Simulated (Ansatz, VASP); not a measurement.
## One calculation of ZnS, two programs

```xyz
6
Lattice="1.9031 1.0987 9.3519 -1.9031 1.0987 9.3519 0.0000 -2.1975 9.3519" Properties=species:S:1:pos:R:3 pbc="T T T"
Zn    0.0000    0.0000   28.0550
Zn    0.0000    0.0000    6.2359
Zn    0.0000    0.0000   12.4740
S     0.0000    0.0000    2.3361
S     0.0000    0.0000   14.8091
S     0.0000    0.0000    8.5672
```

Alike in both runs: task single point; functional LDA; k mesh 6 × 6 × 6; no spin polarisation; Hubbard terms Zn d U = 6.0 eV.

|  | VASP | Ansatz |
| --- | --- | --- |
| version | VASP 6.6.1 | Ansatz 0.2.0 |
| potentials or method | VASP PAW LDA potentials, release 64 (Zn, S), cutoff 500 eV | plane waves, PAW |
| occupations | gaussian, width 0.01 eV | fixed |
| valence electrons in the cell | 54 | 54 |

```tsv
	VASP	Ansatz	Ansatz less VASP
gap on the k mesh at the Fermi level (eV)	2.34	2.13	-0.210
```

LDA's correlation is that of Perdew and Zunger in VASP and of Perdew and Wang (1992) in Ansatz. The programs project onto different local orbitals, so the same U acts differently, and such runs can settle in different states.
